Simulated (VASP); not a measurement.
Here is a VASP 6.6.1 calculation.

The input POSCAR:

```
ZnS
1.0
    0.0000000000      2.7452197500      2.7046500000
    2.7452197500      0.0000000000      2.7046500000
    2.7452197500      2.7452197500      0.0000000000
Zn S
1 1
Direct
    0.0000000000      0.0000000000      0.0000000000
    0.7500000000      0.7500000000      0.7500000000
```

File INCAR.step1:

```
ALGO = Normal ; EDIFF = 1E-4
ENCUT = 520 ; GGA = PE
ISMEAR = 0 ; LASPH = True
LCHARG = False ; LREAL = False
LWAVE = True ; NBANDS = 16
NELM = 100 ; PREC = Accurate
SIGMA = 0.05
```

Contents of INCAR.step2:

```
ALGO = Normal ; EDIFF = 1E-7
ENCUT = 520 ; ISIF = 2
ISMEAR = 0 ; ISTART = 1
LASPH = True ; LCHARG = True
LELF = True ; LMIXTAU = True
LREAL = False ; LVHAR = True
LWAVE = False ; METAGGA = R2SCAN
NBANDS = 16 ; NELM = 100
PREC = Accurate ; SIGMA = 0.05
```

File KPOINTS:

```
k-points
0
Gamma
  8 8 8
```

Potentials or basis: VASP PAW PBE potentials, release 64 (Zn, S).

Run with:

```bash
$ cat potpaw_PBE.64/Zn/POTCAR potpaw_PBE.64/S/POTCAR > POTCAR
$ cp INCAR.step1 INCAR
$ mpirun -np 1 vasp_std > vasp.out
$ cp INCAR.step2 INCAR
$ mpirun -np 1 vasp_std > vasp.out
```

(1) Predict the pressure.

(2) What does it give for the band gap on the k mesh?

## Answers

(1) -2.9 GPa.

(2) 2.49 eV, direct.

Caveat: the cell differs from its parent crystal (strain +0.015 along x and y, +0.000 along z); the PAW data sets were made with another functional, which shifts forces and pressure a little.
